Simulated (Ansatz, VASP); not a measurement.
**Two plane-wave programs on Si**

```
CELL_PARAMETERS angstrom
0.00000 2.61239 2.70931
2.61239 0.00000 2.70931
2.61239 2.61239 0.00000
ATOMIC_POSITIONS crystal
Si 0.50000 0.50000 0.50000
Si 0.75000 0.75000 0.75000
```

Alike in both runs: task single point; functional PBE; k mesh 10 × 10 × 10; occupations gaussian, width 0.05 eV; no spin polarisation.

|  | VASP | Ansatz |
| --- | --- | --- |
| version | VASP 6.6.1 | Ansatz 0.2.0 |
| potentials or method | VASP PAW PBE potentials, release 64 (Si), cutoff 520 eV | scalar-relativistic, plane waves, PAW |
| valence electrons in the cell | 8 | 8 |

Ansatz gave:

| Property | Result |
| --- | --- |
| gap on the k mesh at the Fermi level (eV) | 0.23 |
| least direct gap on the mesh (eV) | 2.46 |
| pressure (GPa) | 11.1 |
| traceless stress, the component that is largest in VASP (GPa) | -2.46 |

Q: What did VASP give for the same quantities?

A: gap on the k mesh at the Fermi level (eV): 0.23; least direct gap on the mesh (eV): 2.47; pressure (GPa): 11.0; traceless stress, the component that is largest in VASP (GPa): -2.47.
